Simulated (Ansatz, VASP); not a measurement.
Nb: VASP beside Ansatz

```
CELL_PARAMETERS angstrom
0.00000 2.11500 2.11500
2.11500 0.00000 2.11500
2.11500 2.11500 0.00000
ATOMIC_POSITIONS crystal
Nb 0.00000 0.00000 0.00000
```

Alike in both runs: task single point; functional PBE; k mesh 12 × 12 × 12; occupations fermi-dirac, width 0.1 eV; no spin polarisation.

|  | VASP | Ansatz |
| --- | --- | --- |
| version | VASP 6.6.1 | Ansatz 0.2.0 |
| potentials or method | VASP PAW PBE potentials, release 64 (Nb_sv), cutoff 500 eV | PAW, plane waves, scalar-relativistic |
| valence electrons in the cell | 13 | 13 |

|  | VASP | Ansatz | Ansatz less VASP |
| --- | --- | --- | --- |
| pressure (GPa) | -1.5 | -1.1 | +0.33 |
